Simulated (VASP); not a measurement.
# TaS2 (P-3m1) in VASP: a series of runs, part 2 of 2

VASP 6.6.1. The steps go on from the part before.

## (3) Electric field gradients, PBEsol (equal xx and yy strain of -1 %)

Contents of INCAR:

```
SYSTEM = TaS2
PREC = Accurate
ENCUT = 400
EDIFF = 1E-8
ISMEAR = -1
SIGMA = 0.02
LREAL = .False.
LASPH = .True.
NELM = 120
ALGO = Normal
ISIF = 2
LWAVE = .False.
LCHARG = .False.
GGA = PS
LEFG = .True.
NBANDS = 18
GGA_COMPAT = .False.
```

Contents of KPOINTS:

```
Automatic mesh
0
Gamma
  8 8 4
  0 0 0
```

Contents of POSCAR:

```
TaS2
1.0
    3.3165020994      0.0000000000      0.0000000000
   -1.6582510497      2.8721750698      0.0000000000
    0.0000000000      0.0000000000      5.8600000000
Ta S
1 2
Direct
    0.0000000000      0.0000000000      0.0000000000
    0.3333333333      0.6666666667      0.2500000000
    0.6666666667      0.3333333333      0.7500000000
```

Potentials or basis: VASP PAW PBE potentials, release 64 (Ta_pv, S).

Command:

```bash
cat potpaw_PBE.64/Ta_pv/POTCAR potpaw_PBE.64/S/POTCAR > POTCAR
mpirun -np 1 vasp_std > vasp.out
```

OUTCAR:

```text
SYSTEM = TaS2
   PREC = Accurate
   ENCUT = 400
   EDIFF = 1E-8
   ISMEAR = -1
   LREAL = .False.
   LASPH = .True.
   NELM = 120
   ISIF = 2
   GGA = PS

 ion  position               nearest neighbor table
   1  0.000  0.000  0.000-   2 2.41   3 2.41   3 2.41   2 2.41   3 2.41   2 2.41
   2  0.333  0.667  0.250-   1 2.41   1 2.41   1 2.41
   3  0.667  0.333  0.750-   1 2.41   1 2.41   1 2.41

  LATTYP: Found a hexagonal cell.
 ALAT       =     3.3165020994
 C/A-ratio  =     1.7669218425

  Lattice vectors:

 A1 = (   3.3165020994,   0.0000000000,   0.0000000000)
 A2 = (  -1.6582510497,   2.8721750698,   0.0000000000)
 A3 = (   0.0000000000,   0.0000000000,   5.8600000000)

Analysis of symmetry for initial positions (statically):
=====================================================================
 Subroutine PRICEL returns:
 Original cell was already a primitive cell.

 Routine SETGRP: Setting up the symmetry group for a
 hexagonal supercell.

 Subroutine GETGRP returns: Found 12 space group operations
 (whereof 12 operations were pure point group operations)
 out of a pool of 24 trial point group operations.

The static configuration has the point symmetry D_3d.

Analysis of symmetry for dynamics (positions and initial velocities):
=====================================================================
 Subroutine PRICEL returns:
 Original cell was already a primitive cell.

 Routine SETGRP: Setting up the symmetry group for a
 hexagonal supercell.

 Subroutine GETGRP returns: Found 12 space group operations
 (whereof 12 operations were pure point group operations)
 out of a pool of 24 trial point group operations.

The dynamic configuration has the point symmetry D_3d.

 Subroutine INISYM returns: Found 12 space group operations
 (whereof 12 operations are pure point group operations),
 and found     1 'primitive' translations

----------------------------------------------------------------------------------------

                                     Primitive cell

  volume of cell :      55.8199

  direct lattice vectors                    reciprocal lattice vectors
     3.316502099  0.000000000  0.000000000     0.301522499  0.174084096  0.000000000
    -1.658251050  2.872175070  0.000000000     0.000000000  0.348168192  0.000000000
     0.000000000  0.000000000  5.860000000     0.000000000  0.000000000  0.170648464

  length of vectors
     3.316502099  3.316502099  5.860000000     0.348168192  0.348168192  0.170648464

  position of ions in fractional coordinates (direct lattice)
     0.000000000  0.000000000  0.000000000
     0.333333333  0.666666667  0.250000000
     0.666666667  0.333333333  0.750000000

  ion indices of the primitive-cell ions
   primitive index   ion index
                 1           1
                 2           2
                 3           3

----------------------------------------------------------------------------------------

[... 74 lines left out ...]
   NFREE  =      0    steps in history (QN), initial steepest desc. (CG)
   ISIF   =      2    stress and relaxation
   ISYM   =      2    0-nonsym 1-usesym 2-fastsym
   POTIM  = 0.5000    time-step for ionic-motion
   TEBEG  =    0.0;   TEEND  =   0.0 temperature during run
   PSTRESS=    0.0 pullay stress
   NELECT =      23.0000    total number of electrons
   NUPDOWN=      -1.0000    fix difference up-down
   EMIN   =  10.00;   EMAX   =-10.00  energy-range for DOS
   EFERMI =   0.00;   METHOD = LEGACY
   ISMEAR =    -1;   SIGMA  =   0.02  broadening in eV -4-tet -1-fermi 0-gaus
   EFERMI_NEDOS =   21; number of points for ismear=-14 and -15
   IALGO  =     38    algorithm
   IMIX   =      4    mixing-type and parameters
     AMIX     =   0.40;   BMIX     =  1.00
     AMIX_MAG =   1.60;   BMIX_MAG =  1.00
  volume/ion in A,a.u.               =      18.61       125.56
  Fermi-wavevector in a.u.,A,eV,Ry     =   1.218207  2.302078 20.191439  1.484029
  Thomas-Fermi vector in A             =   2.353502
   LORBIT       =      0    0 simple, 1 ext, 2 COOP (PROOUT), +10 PAW based schemes
   GGA     = PS    functional components
   LHFCALC =     F    Hartree Fock is set to
   AEXX    =    0.0000 exact exchange contribution
   IVDW    =     0    specifies the selected vdW correction
   LEPSILON=     F    determine dielectric tensor
   LRPA    =     F    only Hartree local field effects (RPA)
 non-spin polarized calculation
  energy-cutoff  :      400.00
  volume of cell :       55.82
 maximum number of plane-waves:      1039
 NGX is ok and might be reduce to    24
   NGX = 11   NGY = 11   NGZ = 19

 number of electron      22.9999994 magnetization

 Free energy of the ion-electron system (eV)
  ---------------------------------------------------
  ext. energy  EPLUGINS =         0.00000000
  ---------------------------------------------------
  free energy    TOTEN  =       -24.45859340 eV

  energy without entropy =      -24.45312946  energy(sigma->0) =      -24.45586143

 E-fermi :   5.7752     XC(G=0): -10.7880

 val. band max:        5.7722939966   @ k =   0.0000   0.0000   0.2500
 cond. band min:       5.7867943624   @ k =   0.0000   0.0000   0.0000
 fundamental gap:      0.0145003658
 Fermi energy:         5.7752341600

 k-point     1 :       0.0000    0.0000    0.0000
  band No.  band energies     occupation
      1     -29.3891      2.00000
      2     -29.3365      2.00000
      3     -29.3365      2.00000
      4      -9.5055      2.00000
      5      -7.3390      2.00000
      6      -1.3992      2.00000
[... 481 lines left out ...]
      5      -7.2962      2.00000
      6      -0.3688      2.00000
[... 10 lines left out ...]
     17      12.6873      0.00000
     18      13.3386      0.00000

 [... further k-points ...]
[... 5 lines left out ...]
  --------------------------------------------------------------------------------------
  -------------------------------------------------------------------------------------
  Total        2.1466321      2.1466321      3.7240989      0.0000000      0.0000000      0.0000000
  in kB       61.6140007     61.6140007    106.8914535      0.0000000      0.0000000      0.0000000
  external PRESSURE =      76.7064849 kB  Pullay stress =       0.0000000 kB

 VOLUME and BASIS-vectors are now :
 -----------------------------------------------------------------------------
  energy-cutoff  :      400.00
  volume of cell :       55.82
      direct lattice vectors                 reciprocal lattice vectors
     3.316502099  0.000000000  0.000000000     0.301522499  0.174084096  0.000000000
    -1.658251050  2.872175070  0.000000000     0.000000000  0.348168192  0.000000000
     0.000000000  0.000000000  5.860000000     0.000000000  0.000000000  0.170648464

 POSITION                                       TOTAL-FORCE (eV/Angst)
 -----------------------------------------------------------------------------------
      0.00000      0.00000      0.00000        -0.000000     -0.000000      0.000000
     -0.00000      1.91478      1.46500        -0.000000      0.000000      1.312883
      1.65825      0.95739      4.39500         0.000000     -0.000000     -1.312883
 -----------------------------------------------------------------------------------
    total drift:                               -0.000000      0.000000      0.000000

  FREE ENERGIE OF THE ION-ELECTRON SYSTEM (eV)
  ---------------------------------------------------
  free  energy   TOTEN  =       -24.4585933968 eV

  energy  without entropy=      -24.4531294588  energy(sigma->0) =      -24.45586143

 Electric field gradients (V/A^2)
---------------------------------------------------------------------
 ion       V_xx      V_yy      V_zz      V_xy      V_xz      V_yz
---------------------------------------------------------------------
   1      72.401    72.402  -144.803     0.000    -0.000     0.000
   2       7.549     7.549   -15.099     0.000    -0.000     0.000
   3       7.549     7.549   -15.099     0.000    -0.000     0.000
---------------------------------------------------------------------

 Electric field gradients after diagonalization (V/A^2)
 (convention: |V_zz| > |V_xx| > |V_yy|)
----------------------------------------------------------------------
 ion       V_xx      V_yy      V_zz     asymmetry (V_yy - V_xx)/ V_zz
----------------------------------------------------------------------
   1      72.402    72.401  -144.803       0.000
   2       7.549     7.549   -15.099       0.000
   3       7.549     7.549   -15.099       0.000
----------------------------------------------------------------------

           NMR quadrupolar parameters

 Cq : quadrupolar parameter    Cq=e*Q*V_zz/h
 eta: asymmetry parameters     (V_yy - V_xx)/ V_zz
 Q  : nuclear electric quadrupole moment in mb (millibarn)
----------------------------------------------------------------------
 ion       Cq(MHz)       eta       Q (mb)
----------------------------------------------------------------------
   1      -0.350       0.000       1.000
   2      -0.037       0.000       1.000
   3      -0.037       0.000       1.000
----------------------------------------------------------------------
```

OSZICAR:

```text
N       E                     dE             d eps       ncg     rms          rms(c)
DAV:   1     0.126702720833E+03    0.12670E+03   -0.99859E+03  1260   0.943E+02
DAV:   2    -0.206710456747E+02   -0.14737E+03   -0.14464E+03  1674   0.258E+02
DAV:   3    -0.257998804657E+02   -0.51288E+01   -0.51018E+01  1580   0.481E+01
DAV:   4    -0.258541372375E+02   -0.54257E-01   -0.54218E-01  1698   0.546E+00
DAV:   5    -0.258550104637E+02   -0.87323E-03   -0.87316E-03  1598   0.663E-01    0.220E+01
DAV:   6    -0.245927312088E+02    0.12623E+01   -0.45365E+00  1466   0.135E+01    0.111E+01
DAV:   7    -0.244758036290E+02    0.11693E+00   -0.66355E-01  1390   0.470E+00    0.428E+00
DAV:   8    -0.244621278457E+02    0.13676E-01   -0.14239E-01  1564   0.233E+00    0.121E+00
DAV:   9    -0.244589015186E+02    0.32263E-02   -0.78671E-03  1566   0.636E-01    0.439E-01
DAV:  10    -0.244585625535E+02    0.33897E-03   -0.32946E-03  1484   0.344E-01    0.868E-02
DAV:  11    -0.244585860357E+02   -0.23482E-04   -0.37605E-04  1350   0.114E-01    0.325E-02
DAV:  12    -0.244585913006E+02   -0.52649E-05   -0.29751E-05  1456   0.383E-02    0.137E-02
DAV:  13    -0.244585934719E+02   -0.21713E-05   -0.88344E-06  1564   0.197E-02    0.548E-03
DAV:  14    -0.244585933678E+02    0.10409E-06   -0.14520E-06  1526   0.773E-03    0.158E-03
DAV:  15    -0.244585933920E+02   -0.24205E-07   -0.15465E-07  1528   0.259E-03    0.122E-03
DAV:  16    -0.244585934115E+02   -0.19546E-07   -0.14698E-08  1220   0.819E-04    0.518E-04
DAV:  17    -0.244585934001E+02    0.11399E-07   -0.21260E-09   702   0.310E-04    0.122E-04
DAV:  18    -0.244585933968E+02    0.33144E-08   -0.27806E-10   686   0.118E-04
   1 F= -.24458593E+02 E0= -.24455861E+02  d E =-.546394E-02
```

stdout:

```text
POSCAR found type information on POSCAR TaS
 POSCAR found :  2 types and       3 ions
 scaLAPACK will be used
 -----------------------------------------------------------------------------
|                                                                             |
|                                                                             |
|     You enforced a specific xc type in the INCAR file but a different       |
|     I HOPE YOU KNOW WHAT YOU ARE DOING!                                     |
|                                                                             |
 -----------------------------------------------------------------------------

 LDA part: xc-table for (Slater+PW92), standard interpolation
 POSCAR, INCAR and KPOINTS ok, starting setup
 FFT: planning ... GRIDC
 FFT: planning ... GRID_SOFT
 FFT: planning ... GRID
 WAVECAR not read
 entering main loop
ion   1

ion   2

ion   3
```

Wall time 23 s (1 thread of Intel Xeon Platinum 8375C at 2.90GHz (Ice Lake), shared host); peak memory 0.17 GiB.

Results:

* Free energy: -24.4586 eV
* Pressure: 7.7 GPa
* Largest force: 1.313 eV/Å
* Band gap on the k mesh: zero (an odd number of electrons rules out a gap without spin polarisation)
* Largest electric field gradient by atom: Ta -144.8; S -15.1 V/Å²

Forces in eV/Å, atoms in the order of the input:
```
Ta   0.000  0.000  0.000
S    0.000  0.000  1.313
S    0.000  0.000 -1.313
```

Stress tensor (GPa, compression positive):
```
 6.16  0.00  0.00
 0.00  6.16  0.00
 0.00  0.00 10.69
```

Levels at points of the mesh, in eV from the Fermi level:
| k point | band 10 | band 11 | band 12 | band 13 | band 14 | band 15 |
| --- | --- | --- | --- | --- | --- | --- |
| (0.00, 0.00, 0.00) | -0.71 | -0.71 | 0.01 | 0.01 | 0.16 | 4.18 |
| (0.50, 0.00, 0.00) | -3.51 | -2.22 | -0.89 | 2.57 | 3.16 | 4.44 |
| (0.00, 0.00, 0.50) | -0.85 | -0.85 | -0.02 | -0.02 | 1.23 | 4.61 |
| (0.50, 0.00, 0.50) | -2.27 | -1.94 | -1.37 | 2.56 | 3.14 | 4.32 |

Electric field gradients, principal values (V/Å²):
| atom | least | middle | greatest (by size) |
| --- | --- | --- | --- |
| 1 Ta | 72.401 | 72.402 | -144.803 |
| 2 S | 7.549 | 7.549 | -15.099 |
| 3 S | 7.549 | 7.549 | -15.099 |

Caveat: the cell differs from its parent crystal (equal xx and yy strain of -1 %); the cell stands under pressure; without QUAD_EFG the Cq values of the log hold for a quadrupole moment of 1 mb, not for the nuclei; the PAW data sets were made with another functional, which shifts forces and pressure a little; spin-orbit coupling is left out, which moves the levels of the heavy elements; this functional lacks dispersion, which binds the layers, so the pressure and a relaxed spacing across them are unreliable.
